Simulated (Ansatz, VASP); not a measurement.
## Two plane-wave programs on Al3Cu

INCAR

```
SYSTEM = Al3Cu
PREC = Accurate ; ENCUT = 520
EDIFF = 1E-6 ; ISMEAR = -1
SIGMA = 0.05 ; LREAL = .False.
LASPH = .True. ; NELM = 100
ALGO = Fast ; ISIF = 2
LWAVE = .False. ; LCHARG = .False.
GGA = PS ; NBANDS = 18
```

The input KPOINTS:

```
regular mesh
0
Gamma
  16 16 6
  0 0 0
```

File POSCAR:

```
Al3Cu
1.0
    2.7784054294      0.0000000000      0.0000000000
    0.0000000000      2.7784054294      0.0000000000
    0.0000000000      0.0000000000      7.5134034100
Al Cu
3 1
Direct
    0.0000000000      0.0000000000      0.5000000000
    0.5000000000      0.5000000000      0.2261155100
    0.5000000000      0.5000000000      0.7738844900
    0.0000000000      0.0000000000      0.0000000000
```

Input for Ansatz:

```yaml
crystal:
  lattice:
    - [2.7784054294, 0.0, 0.0]
    - [0.0, 2.7784054294, 0.0]
    - [0.0, 0.0, 7.51340341]
  atoms:
    - { symbol: Al, position: [0.0, 0.0, 0.5] }
    - { symbol: Al, position: [0.5, 0.5, 0.22611551] }
    - { symbol: Al, position: [0.5, 0.5, 0.77388449] }
    - { symbol: Cu, position: [0.0, 0.0, 0.0] }
basis:
  ecutwfc: 420
kpoints:
  mp_grid: { grid: [16, 16, 6] }
hamiltonian:
  xc: pbesol
scf:
  occupations: { method: fermi_dirac, width: 0.05 }
output:
  forces: true
  stress: true
  eigenvalues: true
```

Alike in both runs: task single point; functional PBEsol; k mesh 16 × 16 × 6; occupations fermi-dirac, width 0.05 eV; no spin polarisation.

```csv
,VASP,Ansatz
version,VASP 6.6.1,Ansatz 0.2.0
potentials or method,"VASP PAW PBE potentials, release 64 (Al, Cu), cutoff 520 eV","scalar-relativistic, plane waves, PAW"
valence electrons in the cell,20,28
```

|  | VASP | Ansatz | Ansatz less VASP |
| --- | --- | --- | --- |
| gap on the k mesh at the Fermi level (eV) | none | none | - |
| pressure (GPa) | 1.4 | 0.9 | -0.44 |
| traceless stress, the component that is largest in VASP (GPa) | 0.55 | 0.56 | +0.014 |
| rms of the force components (eV/Å) | 0.081 | 0.090 | +0.0086 |

VASP's potentials were made for PBE, not for PBEsol. Atom by atom the forces differ by 0.009 eV/Å (rms over components). A gap of «none» marks a metal or a gap that the smearing closes. VASP's potentials hold 20 valence electrons a cell and Ansatz's 28, so a difference there can come from the potentials and not from the codes.
